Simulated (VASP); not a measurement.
A run of VASP 6.6.1 is set up as follows.

INCAR

```
SYSTEM = AlN
ALGO = Normal ; EDIFF = 1E-6
ENCUT = 520 ; GGA = PS
ISIF = 2 ; ISMEAR = 0
LASPH = .TRUE. ; LCHARG = .FALSE.
LREAL = .FALSE. ; LWAVE = .FALSE.
NBANDS = 16 ; NELM = 100
PREC = Accurate ; SIGMA = 0.01
```

The input KPOINTS:

```
k-points
0
G
  8 8 6
  0 0 0
```

The input POSCAR:

```
AlN
1.0
    3.1138302227      0.0000000000      0.0000000000
   -1.5569151113      2.6966560759      0.0000000000
    0.0000000000      0.0000000000      5.0077669937
Al N
2 2
Direct
    0.3333333333      0.6666666667     -0.0005211238
    0.6666666667      0.3333333333      0.4994788762
    0.3333333333      0.6666666667      0.3805211238
    0.6666666667      0.3333333333      0.8805211238
```

Potentials or basis: VASP PAW PBE potentials, release 64 (Al, N).

Command:

```bash
$ cat potpaw_PBE.64/Al/POTCAR potpaw_PBE.64/N/POTCAR > POTCAR
$ mpirun -np 1 vasp_std > vasp.out
```

(1) What does it give for the pressure?

(2) What does it give for the band gap on the k mesh?

Answers

(1) -1.0 GPa.

(2) 4.09 eV, direct.

Caveat: the cell differs from its parent crystal (z stretched by +0.5 %, x and y held); the PAW data sets were made with another functional, which shifts forces and pressure a little.
